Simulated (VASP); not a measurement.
Write the native input for VASP 6.6.1 that does the following.

```
Task                   : single point
Functional             : PBEsol
Potentials or basis    : VASP PAW PBE potentials, release 64 (Zn, In_d, Au)
Cutoff                 : 520 eV
k mesh                 : 2 × 2 × 2, shifted
Occupations            : gaussian, width 0.1 eV
Spin                   : no spin polarisation
Dipole correction      : no
Further INCAR settings : LREAL = Auto; ALGO = Normal; EDIFF = 1e-07; NBANDS = 109; ISYM = 0
```

The structure of Zn3In2Au3 lies in POSCAR:

```
Zn3In2Au3
1.0
    5.8706367315     -0.0108098705      0.0698531149
   -0.0108098705      6.9128726969     -0.0164563025
    0.0698531149     -0.0164563025      6.8930330222
Zn In Au
6 4 6
Direct
   -0.0086183268      0.0553462425      0.4577645628
    0.4906140494      0.0403729450      0.4515456051
    0.7660520843      0.2727356646      0.2077001232
    0.0049659891      0.4499744506      0.5247348960
    0.7923208748      0.7017249590      0.2604908311
    0.2540347453      0.8152956535      0.7325532872
    0.4685425125      0.5495373847      1.0016935800
    0.4988054762      0.4569792651      0.5004955919
    0.7545254652      0.2057420333      0.8028495948
    0.7463995282      0.7865440220      0.6971564149
    0.0182283201      0.9486673857      0.0388841671
    0.5189920398      0.9570225338      0.0834720149
   -0.0081555916      0.5363930324     -0.0759156362
    0.2174315492      0.2800314912      0.2089729597
    0.2232266754      0.7413074544      0.3540365089
    0.2630001809      0.2019137844      0.7610275565
```

The input as run:

INCAR

```
PREC = Accurate ; ENCUT = 520
EDIFF = 1E-7 ; ISMEAR = 0
SIGMA = 0.1 ; LREAL = Auto
LASPH = T ; NELM = 80
ALGO = Normal ; ISIF = 2
LWAVE = F ; LCHARG = F
GGA = PS ; NBANDS = 109
ISYM = 0
```

KPOINTS

```
Automatic mesh
0
Gamma
  2 2 2
  0.5 0.5 0.5
```

Potentials or basis: VASP PAW PBE potentials, release 64 (Zn, In_d, Au).

Launch:

```console
$ cat potpaw_PBE.64/Zn/POTCAR potpaw_PBE.64/In_d/POTCAR potpaw_PBE.64/Au/POTCAR > POTCAR
$ mpirun -np 1 vasp_std > vasp.out
```

Results of the run:

```
Pressure               : 0.1 GPa
Largest force          : 0.053 eV/Å
Band gap on the k mesh : 0.83 eV
```

Caveat: the PAW data sets were made with another functional, which shifts forces and pressure a little; spin-orbit coupling is left out, which moves the levels of the heavy elements; a shifted mesh leaves out Γ, where band edges can lie.

It took 5.2 min on 1 thread of Intel(R) Xeon(R) Platinum 8488C (Sapphire Rapids) (shared host), peak memory 0.39 GiB.
